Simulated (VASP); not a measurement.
# Y (Fm-3m) in VASP: further runs

The runs below take Y through single point, with PBE.

Everything below comes from runs of VASP 6.6.1. Logs are shortened: lines on timing, memory, paths and dates and some standing lists are left out, and cuts for length are marked.

### Step 1. The cell of the first run

The structure is cubic, space group Fm-3m (No. 225). Conventional cell: a = 4.851 Å, b = 4.851 Å, c = 4.851 Å, α = 90.00°, β = 90.00°, γ = 90.00°. Y (site symmetry m-3m) has 12 Y at 3.43 Å within 4.5 Å.

### Step 2. Single point, PBE, collinear spin, ferromagnetic start (volume scaled by 0.88)

INCAR

```
PREC = Accurate
ENCUT = 520
EDIFF = 1E-6
ISMEAR = -1
SIGMA = 0.05
LREAL = F
LASPH = T
NELM = 150
ALGO = Normal
ISIF = 2
LWAVE = F
LCHARG = F
ISPIN = 2
MAGMOM = 1
LORBIT = 11
LMAXMIX = 4
GGA = PE
NBANDS = 16
```

KPOINTS

```
regular mesh
0
Gamma
  12 12 12
```

POSCAR

```
Y
1.0
    0.0000000000      2.4257395735      2.4257395735
    2.4257395735      0.0000000000      2.4257395735
    2.4257395735      2.4257395735      0.0000000000
Y
1
Direct
    0.0000000000      0.0000000000      0.0000000000
```

Potentials or basis: VASP PAW PBE potentials, release 64 (Y_sv).

Run with:

```console
$ cat potpaw_PBE.64/Y_sv/POTCAR > POTCAR
$ mpirun -np 1 vasp_std > vasp.out
```

OUTCAR:

```text
PREC = Accurate
   ENCUT = 520
   EDIFF = 1E-6
   ISMEAR = -1
   LREAL = F
   LASPH = T
   NELM = 150
   ISIF = 2
   ISPIN = 2
   LORBIT = 11
   GGA = PE

 ion  position               nearest neighbor table
   1  0.000  0.000  0.000-

  LATTYP: Found a face centered cubic cell.
 ALAT       =     4.8514791470

  Lattice vectors:

 A1 = (   0.0000000000,   2.4257395735,   2.4257395735)
 A2 = (   2.4257395735,   0.0000000000,   2.4257395735)
 A3 = (   2.4257395735,   2.4257395735,   0.0000000000)

Analysis of symmetry for initial positions (statically):
=====================================================================
 Subroutine PRICEL returns:
 Original cell was already a primitive cell.

 Routine SETGRP: Setting up the symmetry group for a
 face centered cubic supercell.

 Subroutine GETGRP returns: Found 48 space group operations
 (whereof 48 operations were pure point group operations)
 out of a pool of 48 trial point group operations.

The static configuration has the point symmetry O_h .

Analysis of symmetry for dynamics (positions and initial velocities):
=====================================================================
 Subroutine PRICEL returns:
 Original cell was already a primitive cell.

 Routine SETGRP: Setting up the symmetry group for a
 face centered cubic supercell.

 Subroutine GETGRP returns: Found 48 space group operations
 (whereof 48 operations were pure point group operations)
 out of a pool of 48 trial point group operations.

The dynamic configuration has the point symmetry O_h .

Analysis of structural, dynamic, and magnetic symmetry:
=====================================================================
 Subroutine PRICEL returns:
 Original cell was already a primitive cell.

 Routine SETGRP: Setting up the symmetry group for a
 face centered cubic supercell.

 Subroutine GETGRP returns: Found 48 space group operations
 (whereof 48 operations were pure point group operations)
 out of a pool of 48 trial point group operations.

The overall configuration has the point symmetry O_h .

 Subroutine INISYM returns: Found 48 space group operations
 (whereof 48 operations are pure point group operations),
 and found     1 'primitive' translations

----------------------------------------------------------------------------------------

                                     Primitive cell

  volume of cell :      28.5471

  direct lattice vectors                    reciprocal lattice vectors
     0.000000000  2.425739574  2.425739574    -0.206122704  0.206122704  0.206122704
     2.425739574  0.000000000  2.425739574     0.206122704 -0.206122704  0.206122704
     2.425739574  2.425739574  0.000000000     0.206122704  0.206122704 -0.206122704

  length of vectors
     3.430513804  3.430513804  3.430513804     0.357014996  0.357014996  0.357014996

  position of ions in fractional coordinates (direct lattice)
     0.000000000  0.000000000  0.000000000

  ion indices of the primitive-cell ions
   primitive index   ion index
                 1           1

----------------------------------------------------------------------------------------

 KPOINTS: regular mesh

Automatic generation of k-mesh.
 Grid dimensions read from file:
 generate k-points for:   12   12   12

 Generating k-lattice:

  Cartesian coordinates                     Fractional coordinates (reciprocal lattice)
    -0.017176892  0.017176892  0.017176892     0.083333333  0.000000000  0.000000000
     0.017176892 -0.017176892  0.017176892     0.000000000  0.083333333  0.000000000
     0.017176892  0.017176892 -0.017176892     0.000000000  0.000000000  0.083333333

  Length of vectors
     0.029751250  0.029751250  0.029751250

  Shift w.r.t. Gamma in fractional coordinates (k-lattice)
     0.000000000  0.000000000  0.000000000

 Subroutine IBZKPT returns following result:
 ===========================================

 Found     72 irreducible k-points:

 Following reciprocal coordinates:
            Coordinates               Weight
  0.000000  0.000000  0.000000      1.000000
  0.083333  0.000000  0.000000      8.000000
  0.166667  0.000000  0.000000      8.000000
  0.250000  0.000000  0.000000      8.000000
  0.333333  0.000000  0.000000      8.000000
  0.416667  0.000000  0.000000      8.000000
[... 16 lines left out ...]
  0.500000  0.166667  0.000000     24.000000
 -0.416667  0.166667  0.000000     24.000000
 [... further k-points ...]
   k-points           NKPTS =     72   k-points in BZ     NKDIM =     72   number of bands    NBANDS=     16
   number of dos      NEDOS =    301   number of ions     NIONS =      1
   total plane-waves  NPLWV =  21952
   dimension x,y,z NGX =    28 NGY =   28 NGZ =   28
   dimension x,y,z NGXF=    56 NGYF=   56 NGZF=   56
   ions per type =               1
   NGX,Y,Z   is equivalent  to a cutoff of  13.57, 13.57, 13.57 a.u.
   NGXF,Y,Z  is equivalent  to a cutoff of  27.14, 27.14, 27.14 a.u.
 SYSTEM =  unknown system
   PREC   = accura    normal or accurate (medium, high low for compatibility)
   ISTART =      0    job   : 0-new  1-cont  2-samecut
   ICHARG =      2    charge: 1-file 2-atom 10-const
   ISPIN  =      2    spin polarized calculation?
   LNONCOLLINEAR =      F non collinear calculations
   LSORBIT =      F    spin-orbit coupling
   LASPH  =      T    aspherical Exc in radial PAW
   ENCUT  =  520.0 eV  38.22 Ry    6.18 a.u.   6.38  6.38  6.38*2*pi/ulx,y,z
   NELM   =    150;   NELMIN=  2; NELMDL= -5     # of ELM steps
   EDIFF  = 0.1E-05   stopping-criterion for ELM
   LREAL  =      F    real-space projection
   EDIFFG = 0.1E-04   stopping-criterion for IOM
   NSW    =      0    number of steps for IOM
   IBRION =     -1    ionic relax: 0-MD 1-quasi-New 2-CG
   NFREE  =      0    steps in history (QN), initial steepest desc. (CG)
   ISIF   =      2    stress and relaxation
   ISYM   =      2    0-nonsym 1-usesym 2-fastsym
   POTIM  = 0.5000    time-step for ionic-motion
   TEBEG  =    0.0;   TEEND  =   0.0 temperature during run
   PSTRESS=    0.0 pullay stress
   NELECT =      11.0000    total number of electrons
   NUPDOWN=      -1.0000    fix difference up-down
   EMIN   =  10.00;   EMAX   =-10.00  energy-range for DOS
   EFERMI =   0.00;   METHOD = LEGACY
   ISMEAR =    -1;   SIGMA  =   0.05  broadening in eV -4-tet -1-fermi 0-gaus
   EFERMI_NEDOS =   21; number of points for ismear=-14 and -15
   IALGO  =     38    algorithm
   IMIX   =      4    mixing-type and parameters
     AMIX     =   0.40;   BMIX     =  1.00
     AMIX_MAG =   1.60;   BMIX_MAG =  1.00
  volume/ion in A,a.u.               =      28.55       192.65
  Fermi-wavevector in a.u.,A,eV,Ry     =   1.191292  2.251215 19.309070  1.419177
  Thomas-Fermi vector in A             =   2.327357
   LORBIT       =     11    0 simple, 1 ext, 2 COOP (PROOUT), +10 PAW based schemes
   GGA     = PE    functional components
   LHFCALC =     F    Hartree Fock is set to
   AEXX    =    0.0000 exact exchange contribution
   IVDW    =     0    specifies the selected vdW correction
   LEPSILON=     F    determine dielectric tensor
   LRPA    =     F    only Hartree local field effects (RPA)
 spin polarized calculation
  energy-cutoff  :      520.00
  volume of cell :       28.55
 maximum number of plane-waves:       781
 NGX is ok and might be reduce to    28
   NGX = 13   NGY = 13   NGZ = 13

 number of electron      11.0000000 magnetization      -0.0002391

 number of electron      11.0000000 magnetization       0.0000541

 Free energy of the ion-electron system (eV)
  ---------------------------------------------------
  ext. energy  EPLUGINS =         0.00000000
  ---------------------------------------------------
  free energy    TOTEN  =        -6.34735506 eV

  energy without entropy =       -6.33515240  energy(sigma->0) =       -6.34125373

 E-fermi :   3.7366     XC(G=0):  -9.9800

 val. band max:        3.7150072722   @ k =  -0.3333   0.2500   0.0000
 cond. band min:       3.7880805564   @ k =  -0.2500   0.4167   0.1667
 fundamental gap:      0.0730732842
 Fermi energy:         3.7365620167

 spin component 1

 k-point     1 :       0.0000    0.0000    0.0000
  band No.  band energies     occupation
      1     -38.6182      1.00000
      2     -18.1940      1.00000
      3     -18.1940      1.00000
      4     -18.1940      1.00000
      5      -1.1694      1.00000
      6       5.6851      0.00000
[... 8 lines left out ...]
     15      19.8396      0.00000
     16      27.5296      0.00000
[... 419 lines left out ...]
 k-point    24 :      -0.4167    0.1667    0.0000
  band No.  band energies     occupation
      1     -38.4927      1.00000
      2     -18.9810      1.00000
      3     -18.4658      1.00000
      4     -18.3362      1.00000
      5       2.2848      1.00000
      6       4.0084      0.00434
[... 8 lines left out ...]
     15      22.5413      0.00000
     16      23.8414      0.00000

 [... further k-points ...]

 spin component 2

 k-point     1 :       0.0000    0.0000    0.0000
  band No.  band energies     occupation
      1     -38.6181      1.00000
      2     -18.1939      1.00000
      3     -18.1939      1.00000
      4     -18.1939      1.00000
      5      -1.1694      1.00000
      6       5.6849      0.00000
[... 8 lines left out ...]
     15      19.8402      0.00000
     16      27.5295      0.00000
[... 419 lines left out ...]
 k-point    24 :      -0.4167    0.1667    0.0000
  band No.  band energies     occupation
      1     -38.4926      1.00000
      2     -18.9809      1.00000
      3     -18.4657      1.00000
      4     -18.3361      1.00000
      5       2.2848      1.00000
      6       4.0084      0.00434
[... 8 lines left out ...]
     15      22.5414      0.00000
     16      23.8414      0.00000

 [... further k-points ...]

------------------------ aborting loop because EDIFF is reached ----------------------------------------

  FORCE on cell =-STRESS in cart. coord.  units (eV):
  Direction    XX          YY          ZZ          XY          YZ          ZX
  --------------------------------------------------------------------------------------
  -------------------------------------------------------------------------------------
  Total        1.0647660      1.0647660      1.0647660     -0.0000000      0.0000000      0.0000000
  in kB       59.7588533     59.7588533     59.7588533     -0.0000000      0.0000000      0.0000000
  external PRESSURE =      59.7588533 kB  Pullay stress =       0.0000000 kB

 VOLUME and BASIS-vectors are now :
 -----------------------------------------------------------------------------
  energy-cutoff  :      520.00
  volume of cell :       28.55
      direct lattice vectors                 reciprocal lattice vectors
     0.000000000  2.425739574  2.425739574    -0.206122704  0.206122704  0.206122704
     2.425739574  0.000000000  2.425739574     0.206122704 -0.206122704  0.206122704
     2.425739574  2.425739574  0.000000000     0.206122704  0.206122704 -0.206122704

 POSITION                                       TOTAL-FORCE (eV/Angst)
 -----------------------------------------------------------------------------------
      0.00000      0.00000      0.00000        -0.000000      0.000000     -0.000000
 -----------------------------------------------------------------------------------
    total drift:                               -0.000000     -0.000000     -0.000000

  FREE ENERGIE OF THE ION-ELECTRON SYSTEM (eV)
  ---------------------------------------------------
  free  energy   TOTEN  =        -6.3473550571 eV

  energy  without entropy=       -6.3351524032  energy(sigma->0) =       -6.34125373

 total charge

# of ion       s       p       d       f       tot
--------------------------------------------------
    1        2.304   6.234   1.081   0.010   9.629

 magnetization (x)

# of ion       s       p       d       f       tot
--------------------------------------------------
    1        0.000   0.000  -0.000  -0.000  -0.000
```

Wall time 75 s (1 thread of Intel Xeon 6975P-C (Granite Rapids), shared host); peak memory 0.21 GiB.

Results:

- Free energy: -6.3474 eV
- Pressure: 6.0 GPa
- Net moment: 0.00 μB per cell
- Valence electrons inside the program's atomic spheres: Y 9.63

Levels at points of the mesh, in eV from the Fermi level:
Spin up:
```
           k point  band 3  band 4  band 5  band 6  band 7  band 8
(0.00, 0.00, 0.00)  -21.93  -21.93   -4.91    1.95    1.95    1.95
(0.50, 0.00, 0.00)  -22.04  -22.04   -2.12    1.08    1.74    1.74
(0.50, 0.50, 0.00)  -22.24  -22.24   -2.04   -1.11    2.75    6.04
```
Spin down:
| k point | band 1 | band 2 | band 3 | band 4 | band 5 | band 6 | band 7 | band 8 | band 9 | band 10 |
| --- | --- | --- | --- | --- | --- | --- | --- | --- | --- | --- |
| (0.00, 0.00, 0.00) | -42.35 | -21.93 | -21.93 | -21.93 | -4.91 | 1.95 | 1.95 | 1.95 | 4.30 | 4.30 |
| (0.50, 0.00, 0.00) | -42.24 | -22.80 | -22.04 | -22.04 | -2.12 | 1.08 | 1.74 | 1.74 | 6.02 | 6.02 |
| (0.50, 0.50, 0.00) | -42.20 | -22.74 | -22.24 | -22.24 | -2.04 | -1.11 | 2.75 | 6.04 | 6.52 | 6.52 |

Caveat: the cell differs from its parent crystal (volume scaled by 0.88).

### Step 3. Single point, PBE, collinear spin, ferromagnetic start (volume scaled by 0.92)

INCAR

```
  ALGO = Normal
  EDIFF = 1E-6
  ENCUT = 520
  GGA = PE
  ISIF = 2
  ISMEAR = -1
  ISPIN = 2
  LASPH = True
  LCHARG = False
  LMAXMIX = 4
  LORBIT = 11
  LREAL = False
  LWAVE = False
  MAGMOM = 1
  NBANDS = 16
  NELM = 150
  PREC = Accurate
  SIGMA = 0.05
```

KPOINTS

```
k-points
0
Gamma
  12 12 12
```

POSCAR

```
Y
1.0
    0.0000000000      2.4619499802      2.4619499802
    2.4619499802      0.0000000000      2.4619499802
    2.4619499802      2.4619499802      0.0000000000
Y
1
Direct
    0.0000000000      0.0000000000      0.0000000000
```

Potentials or basis: VASP PAW PBE potentials, release 64 (Y_sv).

Run with:

```console
$ cat potpaw_PBE.64/Y_sv/POTCAR > POTCAR
$ mpirun -np 1 vasp_std > vasp.out
```

Run time: 80 s. Hardware: 1 thread of Intel Xeon 6975P-C (Granite Rapids), shared host; peak memory 0.22 GiB.

The run converged. Its results:

- Free energy: -6.3860 eV
- Pressure: 3.6 GPa
- Net moment: 0.00 μB per cell
- Valence electrons inside the program's atomic spheres: Y 9.56

Levels at points of the mesh, in eV from the Fermi level:
Spin up:
| k point | band 2 | band 3 | band 4 | band 5 | band 6 | band 7 | band 8 | band 9 |
| --- | --- | --- | --- | --- | --- | --- | --- | --- |
| (0.00, 0.00, 0.00) | -22.08 | -22.08 | -22.08 | -4.86 | 1.89 | 1.89 | 1.89 | 4.12 |
| (0.50, 0.00, 0.00) | -22.84 | -22.18 | -22.18 | -2.07 | 0.90 | 1.70 | 1.70 | 5.74 |
| (0.50, 0.50, 0.00) | -22.79 | -22.35 | -22.35 | -1.94 | -1.02 | 2.50 | 5.76 | 6.21 |
Spin down:
| k point | band 3 | band 4 | band 5 | band 6 | band 7 | band 8 |
| --- | --- | --- | --- | --- | --- | --- |
| (0.00, 0.00, 0.00) | -22.08 | -22.08 | -4.86 | 1.89 | 1.89 | 1.89 |
| (0.50, 0.00, 0.00) | -22.18 | -22.18 | -2.07 | 0.90 | 1.70 | 1.70 |
| (0.50, 0.50, 0.00) | -22.35 | -22.35 | -1.94 | -1.02 | 2.50 | 5.76 |

Caveat: the cell differs from its parent crystal (volume scaled by 0.92).

### Step 4. Single point, PBE, collinear spin, ferromagnetic start (volume scaled by 0.96)

INCAR

```
SYSTEM = Y
ALGO = Normal ; EDIFF = 1E-7
ENCUT = 520 ; GGA = PE
ISIF = 2 ; ISMEAR = -1
ISPIN = 2 ; LASPH = .True.
LCHARG = .True. ; LELF = .True.
LMAXMIX = 4 ; LORBIT = 11
LREAL = .False. ; LVHAR = .True.
LWAVE = .False. ; MAGMOM = 1
NBANDS = 16 ; NELM = 150
PREC = Accurate ; SIGMA = 0.05
```

KPOINTS

```
k-points
0
Gamma
  12 12 12
  0 0 0
```

POSCAR

```
Y
1.0
    0.0000000000      2.4971254466      2.4971254466
    2.4971254466      0.0000000000      2.4971254466
    2.4971254466      2.4971254466      0.0000000000
Y
1
Direct
    0.0000000000      0.0000000000      0.0000000000
```

Run with:

```console
$ cat potpaw_PBE.64/Y_sv/POTCAR > POTCAR
$ mpirun -np 1 vasp_std > vasp.out
```

It took 1.7 min on 1 thread of Intel Xeon 6975P-C (Granite Rapids), shared host; peak memory 0.23 GiB.

Results (log left out):

- Free energy: -6.4069 eV
- Pressure: 1.6 GPa
- Net moment: 0.00 μB per cell
- Valence electrons inside the program's atomic spheres: Y 9.50

Levels at points of the mesh, in eV from the Fermi level:
Spin up:
```
           k point  band 1  band 2  band 3  band 4  band 5  band 6  band 7  band 8  band 9  band 10
(0.00, 0.00, 0.00)  -42.57  -22.23  -22.23  -22.23   -4.82    1.84    1.84    1.84    3.96     3.96
(0.50, 0.00, 0.00)  -42.49  -22.88  -22.31  -22.31   -2.02    0.75    1.66    1.66    5.49     5.49
(0.50, 0.50, 0.00)  -42.46  -22.84  -22.46  -22.46   -1.84   -0.94    2.28    5.51    5.93     5.93
```
Spin down:
```csv
k point,band 3,band 4,band 5,band 6,band 7,band 8
"(0.00, 0.00, 0.00)",-22.23,-22.23,-4.82,1.84,1.84,1.84
"(0.50, 0.00, 0.00)",-22.31,-22.31,-2.02,0.75,1.66,1.66
"(0.50, 0.50, 0.00)",-22.46,-22.46,-1.84,-0.94,2.28,5.51
```

Caveat: the cell differs from its parent crystal (volume scaled by 0.96).

### Step 5. Single point, PBE, collinear spin, ferromagnetic start

This run uses another cell than the first one, of 32.44 Å³/atom, 1.136 times its volume.

INCAR

```
  ALGO = Normal
  EDIFF = 1E-6
  ENCUT = 520
  GGA = PE
  ISIF = 2
  ISMEAR = -1
  ISPIN = 2
  LASPH = T
  LCHARG = F
  LMAXMIX = 4
  LORBIT = 11
  LREAL = F
  LWAVE = F
  MAGMOM = 1
  NBANDS = 16
  NELM = 150
  PREC = Accurate
  SIGMA = 0.05
```

KPOINTS

```
k-points
0
Gamma
  12 12 12
```

POSCAR

```
Y
1.0
    0.0000000000      2.5313368958      2.5313368958
    2.5313368958      0.0000000000      2.5313368958
    2.5313368958      2.5313368958      0.0000000000
Y
1
Direct
    0.0000000000      0.0000000000      0.0000000000
```

Run with:

```console
$ cat potpaw_PBE.64/Y_sv/POTCAR > POTCAR
$ mpirun -np 1 vasp_std > vasp.out
```

Run time: 84 s. Hardware: 1 thread of Intel Xeon 6975P-C (Granite Rapids), shared host; peak memory 0.22 GiB.

It converged, with:

```
Free energy                                           : -6.4129 eV
Pressure                                              : -0.1 GPa
Net moment                                            : 0.00 μB per cell
Valence electrons inside the program's atomic spheres : Y 9.44
```

Levels at points of the mesh, in eV from the Fermi level:
Spin up:
| k point | band 1 | band 2 | band 3 | band 4 | band 5 | band 6 | band 7 | band 8 | band 9 | band 10 |
| --- | --- | --- | --- | --- | --- | --- | --- | --- | --- | --- |
| (0.00, 0.00, 0.00) | -42.67 | -22.37 | -22.37 | -22.37 | -4.76 | 1.79 | 1.79 | 1.79 | 3.81 | 3.81 |
| (0.50, 0.00, 0.00) | -42.60 | -22.94 | -22.44 | -22.44 | -1.98 | 0.62 | 1.63 | 1.63 | 5.26 | 5.26 |
| (0.50, 0.50, 0.00) | -42.58 | -22.90 | -22.57 | -22.57 | -1.75 | -0.87 | 2.09 | 5.27 | 5.68 | 5.68 |
Spin down:
| k point | band 3 | band 4 | band 5 | band 6 | band 7 | band 8 |
| --- | --- | --- | --- | --- | --- | --- |
| (0.00, 0.00, 0.00) | -22.37 | -22.37 | -4.76 | 1.79 | 1.79 | 1.79 |
| (0.50, 0.00, 0.00) | -22.44 | -22.44 | -1.98 | 0.62 | 1.63 | 1.63 |
| (0.50, 0.50, 0.00) | -22.57 | -22.57 | -1.75 | -0.87 | 2.09 | 5.27 |

### Step 6. Summary

| cell | gap on the mesh (eV) | pressure (GPa) | moment (μB) |
| --- | --- | --- | --- |
| a = 3.431 Å, angles 60.0°, 1 atom | none | 6.0 | 0.00 |
| a = 3.482 Å, angles 60.0°, 1 atom | none | 3.6 | 0.00 |
| a = 3.531 Å, angles 60.0°, 1 atom | none | 1.6 | 0.00 |
| a = 3.580 Å, angles 60.0°, 1 atom | none | -0.1 | 0.00 |

Alike in all rows: task single point; level PBE; potentials or basis VASP PAW PBE potentials, release 64 (Y_sv); spin collinear, ferromagnetic start; k mesh 12 × 12 × 12; cutoff (eV) 520; smearing fermi-dirac 0.05 eV.

Total energies depend on the potentials used, so only differences within one code and one set of settings carry meaning.
